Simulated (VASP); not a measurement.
# Mo (I4/mmm) in VASP: notebook

The runs below take Mo through single point, with PBE.

All numbers are computed with VASP 6.6.1; they aren't measurements. Logs are shortened: lines on timing, memory, paths and dates and some standing lists are left out, and cuts for length are marked.

## Step 1: The cell of the first run

It takes space group I4/mmm (No. 139, tetragonal). Conventional cell: a = 3.142 Å, b = 3.142 Å, c = 2.985 Å, α = 90.00°, β = 90.00°, γ = 90.00°. Mo (site symmetry 4/mmm) has 14 Mo at 2.68 to 3.14 Å within 3.5 Å.

## Step 2: Single point, PBE (strain -0.0500 x Voigt [1, 0, 0, 0, 0, 0])

INCAR reads:

```
SYSTEM = Mo
ALGO     = Fast           ! electronic algorithm
EDIFF    = 1E-6           ! SCF threshold, eV
ENCUT    = 520            ! plane-wave cutoff, eV
GGA      = PE             ! functional
ISIF     = 2              ! what is computed and relaxed
ISMEAR   = 0              ! smearing method
LASPH    = .True.         ! aspherical terms in the spheres
LCHARG   = .False.        ! write CHGCAR
LREAL    = .False.        ! projectors in reciprocal space
LWAVE    = .False.        ! write WAVECAR
NBANDS   = 13             ! bands
NELM     = 60             ! most SCF steps
PREC     = Accurate       ! precision mode
SIGMA    = 0.15           ! smearing width, eV
```

KPOINTS reads:

```
k-points
0
Gamma
  22 22 22
  0 0 0
```

POSCAR reads:

```
Mo
1.0
   -1.4924500000      1.5710000000      1.5710000000
    1.4924500000     -1.5710000000      1.5710000000
    1.4924500000      1.5710000000     -1.5710000000
Mo
1
Direct
    0.0000000000      0.0000000000      0.0000000000
```

Potentials or basis: VASP PAW PBE potentials, release 64 (Mo_sv).

Command:

```bash
cat potpaw_PBE.64/Mo_sv/POTCAR > POTCAR
mpirun -np 1 vasp_std > vasp.out
```

OUTCAR:

```text
SYSTEM = Mo
   EDIFF = 1E-6
   ENCUT = 520
   GGA = PE
   ISIF = 2
   ISMEAR = 0
   LASPH = .True.
   LREAL = .False.
   NELM = 60
   PREC = Accurate

 ion  position               nearest neighbor table
   1  0.000  0.000  0.000-

  LATTYP: Found a body centered tetragonal cell.
 ALAT       =     3.1420000000
 C/A-ratio  =     0.9500000000

  Lattice vectors:

 A1 = (  -1.4924500000,   1.5710000000,  -1.5710000000)
 A2 = (  -1.4924500000,  -1.5710000000,   1.5710000000)
 A3 = (   1.4924500000,   1.5710000000,   1.5710000000)

Analysis of symmetry for initial positions (statically):
=====================================================================
 Subroutine PRICEL returns:
 Original cell was already a primitive cell.

 Routine SETGRP: Setting up the symmetry group for a
 body centered tetragonal supercell.

 Subroutine GETGRP returns: Found 16 space group operations
 (whereof 16 operations were pure point group operations)
 out of a pool of 16 trial point group operations.

The static configuration has the point symmetry D_4h.

Analysis of symmetry for dynamics (positions and initial velocities):
=====================================================================
 Subroutine PRICEL returns:
 Original cell was already a primitive cell.

 Routine SETGRP: Setting up the symmetry group for a
 body centered tetragonal supercell.

 Subroutine GETGRP returns: Found 16 space group operations
 (whereof 16 operations were pure point group operations)
 out of a pool of 16 trial point group operations.

The dynamic configuration has the point symmetry D_4h.

 Subroutine INISYM returns: Found 16 space group operations
 (whereof 16 operations are pure point group operations),
 and found     1 'primitive' translations

----------------------------------------------------------------------------------------

                                     Primitive cell

  volume of cell :      14.7337

  direct lattice vectors                    reciprocal lattice vectors
    -1.492450000  1.571000000  1.571000000     0.000000000  0.318268619  0.318268619
     1.492450000 -1.571000000  1.571000000     0.335019599  0.000000000  0.318268619
     1.492450000  1.571000000 -1.571000000     0.335019599  0.318268619  0.000000000

  length of vectors
     2.676469503  2.676469503  2.676469503     0.450099797  0.462096359  0.462096359

  position of ions in fractional coordinates (direct lattice)
     0.000000000  0.000000000  0.000000000

  ion indices of the primitive-cell ions
   primitive index   ion index
                 1           1

----------------------------------------------------------------------------------------

 KPOINTS: k-points

Automatic generation of k-mesh.
 Grid dimensions read from file:
 generate k-points for:   22   22   22

 Generating k-lattice:

  Cartesian coordinates                     Fractional coordinates (reciprocal lattice)
     0.000000000  0.014466755  0.014466755     0.045454545  0.000000000  0.000000000
     0.015228164  0.000000000  0.014466755     0.000000000  0.045454545  0.000000000
     0.015228164  0.014466755  0.000000000     0.000000000  0.000000000  0.045454545

  Length of vectors
     0.020459082  0.021004380  0.021004380

  Shift w.r.t. Gamma in fractional coordinates (k-lattice)
     0.000000000  0.000000000  0.000000000

 Subroutine IBZKPT returns following result:
 ===========================================

 Found    834 irreducible k-points:

 Following reciprocal coordinates:
            Coordinates               Weight
  0.000000  0.000000  0.000000      1.000000
  0.045455  0.000000  0.000000      4.000000
  0.090909  0.000000  0.000000      4.000000
  0.136364  0.000000  0.000000      4.000000
  0.181818  0.000000  0.000000      4.000000
  0.227273  0.000000  0.000000      4.000000
[... 16 lines left out ...]
  0.454545  0.045455  0.000000     16.000000
  0.000000  0.090909  0.000000      8.000000
 [... further k-points ...]
   k-points           NKPTS =    834   k-points in BZ     NKDIM =    834   number of bands    NBANDS=     13
   number of dos      NEDOS =    301   number of ions     NIONS =      1
   total plane-waves  NPLWV =   8000
   dimension x,y,z NGX =    20 NGY =   20 NGZ =   20
   dimension x,y,z NGXF=    40 NGYF=   40 NGZF=   40
   ions per type =               1
   NGX,Y,Z   is equivalent  to a cutoff of  12.42, 12.42, 12.42 a.u.
   NGXF,Y,Z  is equivalent  to a cutoff of  24.85, 24.85, 24.85 a.u.
 SYSTEM =  Mo
   PREC   = accura    normal or accurate (medium, high low for compatibility)
   ISTART =      0    job   : 0-new  1-cont  2-samecut
   ICHARG =      2    charge: 1-file 2-atom 10-const
   ISPIN  =      1    spin polarized calculation?
   LNONCOLLINEAR =      F non collinear calculations
   LSORBIT =      F    spin-orbit coupling
   LASPH  =      T    aspherical Exc in radial PAW
   ENCUT  =  520.0 eV  38.22 Ry    6.18 a.u.   4.98  4.98  4.98*2*pi/ulx,y,z
   NELM   =     60;   NELMIN=  2; NELMDL= -5     # of ELM steps
   EDIFF  = 0.1E-05   stopping-criterion for ELM
   LREAL  =      F    real-space projection
   EDIFFG = 0.1E-04   stopping-criterion for IOM
   NSW    =      0    number of steps for IOM
   IBRION =     -1    ionic relax: 0-MD 1-quasi-New 2-CG
   NFREE  =      0    steps in history (QN), initial steepest desc. (CG)
   ISIF   =      2    stress and relaxation
   ISYM   =      2    0-nonsym 1-usesym 2-fastsym
   POTIM  = 0.5000    time-step for ionic-motion
   TEBEG  =    0.0;   TEEND  =   0.0 temperature during run
   PSTRESS=    0.0 pullay stress
   NELECT =      14.0000    total number of electrons
   NUPDOWN=      -1.0000    fix difference up-down
   EMIN   =  10.00;   EMAX   =-10.00  energy-range for DOS
   EFERMI =   0.00;   METHOD = LEGACY
   ISMEAR =     0;   SIGMA  =   0.15  broadening in eV -4-tet -1-fermi 0-gaus
   EFERMI_NEDOS =   21; number of points for ismear=-14 and -15
   IALGO  =     68    algorithm
   IMIX   =      4    mixing-type and parameters
     AMIX     =   0.40;   BMIX     =  1.00
     AMIX_MAG =   1.60;   BMIX_MAG =  1.00
  volume/ion in A,a.u.               =      14.73        99.43
  Fermi-wavevector in a.u.,A,eV,Ry     =   1.609460  3.041438 35.243998  2.590361
  Thomas-Fermi vector in A             =   2.705166
   LORBIT       =      0    0 simple, 1 ext, 2 COOP (PROOUT), +10 PAW based schemes
   GGA     = PE    functional components
   LHFCALC =     F    Hartree Fock is set to
   AEXX    =    0.0000 exact exchange contribution
   IVDW    =     0    specifies the selected vdW correction
   LEPSILON=     F    determine dielectric tensor
   LRPA    =     F    only Hartree local field effects (RPA)
 non-spin polarized calculation
 RMM-DIIS sequential band-by-band and
 Gauss-broadening in eV      SIGMA  =   0.15
  energy-cutoff  :      520.00
  volume of cell :       14.73
 maximum number of plane-waves:       418
   NGX =  9   NGY =  9   NGZ =  9

 number of electron      14.0000000 magnetization

 Free energy of the ion-electron system (eV)
  ---------------------------------------------------
  ext. energy  EPLUGINS =         0.00000000
  ---------------------------------------------------
  free energy    TOTEN  =       -10.84080472 eV

  energy without entropy =      -10.83389506  energy(sigma->0) =      -10.83734989

 E-fermi :  13.5804     XC(G=0): -13.7262

 val. band max:       13.5750306692   @ k =   0.4545  -0.2727   0.2727
 cond. band min:      13.5822222496   @ k =   0.5000  -0.1818   0.1818
 fundamental gap:      0.0071915804
 Fermi energy:        13.5804413487

 k-point     1 :       0.0000    0.0000    0.0000
  band No.  band energies     occupation
      1     -47.7210      2.00000
      2     -20.8455      2.00000
      3     -20.8455      2.00000
      4     -20.8187      2.00000
      5       6.1516      2.00000
      6      11.6768      2.00000
      7      12.3348      2.00000
      8      12.3348      2.00000
      9      14.8794      0.00000
     10      15.7406      0.00000
     11      28.1679      0.00000
     12      28.1679      0.00000
     13      29.2264      0.00000

 k-point     2 :       0.0455    0.0000    0.0000
  band No.  band energies     occupation
      1     -47.7146      2.00000
      2     -20.8826      2.00000
      3     -20.8450      2.00000
      4     -20.8289      2.00000
      5       6.2469      2.00000
      6      11.6785      2.00000
      7      12.2846      2.00000
      8      12.4244      2.00000
      9      14.7943      0.00000
     10      15.7296      0.00000
     11      28.2461      0.00000
     12      28.3764      0.00000
     13      29.3821      0.00000

 k-point     3 :       0.0909    0.0000    0.0000
  band No.  band energies     occupation
      1     -47.6960      2.00000
      2     -20.9899      2.00000
      3     -20.8585      2.00000
      4     -20.8435      2.00000
      5       6.5224      2.00000
      6      11.6763      2.00000
      7      12.1413      2.00000
      8      12.6908      2.00000
      9      14.5832      0.00000
     10      15.7005      0.00000
     11      28.4522      0.00000
     12      28.9384      0.00000
     13      29.8409      0.00000
[... 305 lines left out ...]
 k-point    23 :       0.4545    0.0455    0.0000
  band No.  band energies     occupation
      1     -47.3969      2.00000
      2     -22.5175      2.00000
      3     -21.3126      2.00000
      4     -20.8355      2.00000
      5       8.0279      2.00000
      6      10.3747      2.00000
      7      14.5998      0.00000
      8      14.8915      0.00000
      9      16.0850      0.00000
     10      18.7796      0.00000
     11      25.7888      0.00000
     12      25.9756      0.00000
     13      32.3462      0.00000

 k-point    24 :       0.0000    0.0909    0.0000
  band No.  band energies     occupation
      1     -47.6945      2.00000
      2     -20.9764      2.00000
      3     -20.8909      2.00000
      4     -20.8356      2.00000
      5       6.5440      2.00000
      6      11.6497      2.00000
      7      12.2596      2.00000
      8      12.4968      2.00000
      9      14.8432      0.00000
     10      15.5034      0.00000
     11      28.7250      0.00000
     12      28.8503      0.00000
     13      29.7109      0.00000

 [... further k-points ...]

------------------------ aborting loop because EDIFF is reached ----------------------------------------

  FORCE on cell =-STRESS in cart. coord.  units (eV):
  Direction    XX          YY          ZZ          XY          YZ          ZX
  --------------------------------------------------------------------------------------
  -------------------------------------------------------------------------------------
  Total        3.1163778      1.4477007      1.4477007      0.0000000      0.0000000     -0.0000000
  in kB      338.8820230    157.4262738    157.4262738      0.0000000      0.0000000     -0.0000000
  external PRESSURE =     217.9115235 kB  Pullay stress =       0.0000000 kB

 VOLUME and BASIS-vectors are now :
 -----------------------------------------------------------------------------
  energy-cutoff  :      520.00
  volume of cell :       14.73
      direct lattice vectors                 reciprocal lattice vectors
    -1.492450000  1.571000000  1.571000000     0.000000000  0.318268619  0.318268619
     1.492450000 -1.571000000  1.571000000     0.335019599  0.000000000  0.318268619
     1.492450000  1.571000000 -1.571000000     0.335019599  0.318268619  0.000000000

 POSITION                                       TOTAL-FORCE (eV/Angst)
 -----------------------------------------------------------------------------------
      0.00000      0.00000      0.00000         0.000000     -0.000000     -0.000000
 -----------------------------------------------------------------------------------
    total drift:                                0.000000     -0.000000     -0.000000

  FREE ENERGIE OF THE ION-ELECTRON SYSTEM (eV)
  ---------------------------------------------------
  free  energy   TOTEN  =       -10.8408047158 eV

  energy  without entropy=      -10.8338950577  energy(sigma->0) =      -10.83734989
```

Wall time 2.9 min (1 thread of Intel Xeon 8259CL, shared host); peak memory 0.25 GiB.

What came out:

- Free energy: -10.8408 eV
- Pressure: 21.8 GPa
- Band gap on the k mesh: zero (bands 7 and 8 overlap by 5.68 eV)

Stress tensor (GPa, compression positive):
```
33.89  0.00  0.00
 0.00 15.74  0.00
 0.00  0.00 15.74
```

Caveat: the cell differs from its parent crystal (strain -0.0500 x Voigt [1, 0, 0, 0, 0, 0]); the stress differs along the axes, from 16 to 34 GPa.

(Part 1 of 2 ends here.)

The gap in the log of VASP goes by the Fermi energy; the results here count the filled bands.